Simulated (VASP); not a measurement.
## BP: single point with PBE

The system is BP.

```
CELL_PARAMETERS angstrom
0.00000 2.26832 2.26832
2.26832 0.00000 2.26832
2.26832 2.26832 0.00000
ATOMIC_POSITIONS crystal
B 0.00000 0.00000 0.00000
P 0.25000 0.25000 0.25000
```

| Property | Result |
| --- | --- |
| Program | VASP 6.6.1 |
| Task | single point |
| Functional | PBE |
| Potentials or basis | VASP PAW PBE potentials, release 64 (B, P) |
| Cutoff | 520 eV |
| k mesh | 10 × 10 × 10 |
| Occupations | gaussian, width 0.01 eV |
| Spin | no spin polarisation |
| Dipole correction | no |
| Further INCAR settings | ALGO = Normal; EDIFF = 1e-07; NBANDS = 11 |

```yaml
Pressure: 1.0 GPa
Band_gap_on_the_k_mesh: 1.24 eV, indirect (least direct gap 3.40 eV)
```

Levels at points of the mesh, in eV from the valence-band top:
```tsv
k point	band 2	band 3	band 4	band 5	band 6	band 7
(0.00, 0.00, 0.00)	0.00	0.00	0.00	3.40	3.40	3.40
(0.50, 0.00, 0.00)	-9.04	-1.76	-1.76	3.79	4.71	4.71
(0.50, 0.50, 0.00)	-8.59	-4.12	-4.12	1.33	1.66	12.13
```

Wall time 7.2 s on 1 thread of AMD EPYC 9R14 (Zen 4), with other jobs on the host, peak memory 0.11 GiB.

A k mesh can miss the band edges.
